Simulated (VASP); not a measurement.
Ga2SeS, 8 atoms in the cell. The cell holds a slab with vacuum, 8 atoms: a = 3.658 Å, b = 3.658 Å, c = 22.210 Å, α = 90.00°, β = 90.00°, γ = 60.00°. 

| Property | Result |
| --- | --- |
| Program | VASP 6.6.1 |
| Task | single point |
| Functional | PBEsol |
| Potentials or basis | VASP PAW PBE potentials, release 64 (Ga_d, Se, S) |
| Cutoff | 520 eV |
| k mesh | 8 × 8 × 2 |
| Occupations | gaussian, width 0.05 eV |
| Spin | no spin polarisation |
| Dipole correction | no |
| Further INCAR settings | ALGO = Normal; EDIFF = 1e-07; NBANDS = 48 |

Potentials or basis: VASP PAW PBE potentials, release 64 (Ga_d, Se, S).

The run is started by

```console
$ cat potpaw_PBE.64/Ga_d/POTCAR potpaw_PBE.64/Se/POTCAR potpaw_PBE.64/S/POTCAR > POTCAR
$ mpirun -np 1 vasp_std > vasp.out
```

Hardware: 1 thread of Intel(R) Xeon(R) Platinum 8488C (Sapphire Rapids), with other jobs on the host.

Question: Estimate the wall time of this run.

Answer: Run time: 5.3 min on 1 thread of Intel(R) Xeon(R) Platinum 8488C (Sapphire Rapids), on a shared host, peak memory 0.47 GiB. Counts: scf iterations 22, k points 20.
